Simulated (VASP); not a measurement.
Here is a VASP 6.6.1 calculation.

The input INCAR:

```
PREC = Accurate
ENCUT = 520
EDIFF = 1E-6
ISMEAR = 0
SIGMA = 0.05
LREAL = False
LASPH = True
NELM = 80
ALGO = Normal
ISIF = 2
LWAVE = False
LCHARG = False
GGA = CA
NBANDS = 26
```

Contents of KPOINTS:

```
Automatic mesh
0
Gamma
  8 8 6
```

POSCAR

```
ZnSe
1.0
    4.1020000000      0.0000000000      0.0000000000
    0.0000000000      4.1020000000      0.0000000000
    0.0000000000      0.0000000000      5.5715000000
Zn Se
2 2
Direct
    0.0000000000      0.0000000000      0.0000000000
    0.5000000000      0.5000000000      0.0000000000
    0.0000000000      0.5000000000      0.2797006019
    0.5000000000      0.0000000000      0.7202993981
```

Potentials or basis: VASP PAW LDA potentials, release 64 (Zn, Se).

Run with:

```sh
$ cat potpaw_LDA.64/Zn/POTCAR potpaw_LDA.64/Se/POTCAR > POTCAR
$ mpirun -np 1 vasp_std > vasp.out
```

Question: Predict the pressure.

Answer: -6.3 GPa.

Question: Predict the largest force.

Answer: 1.084 eV/Å.

Forces in eV/Å, atoms in the order of the input:
```
Zn   0.000  0.000  0.000
Zn   0.000  0.000  0.000
Se   0.000  0.000 -1.084
Se   0.000  0.000  1.084
```

Caveat: forces of over 1 eV/Å act on the atoms, so gaps and moduli don't describe the material at rest.
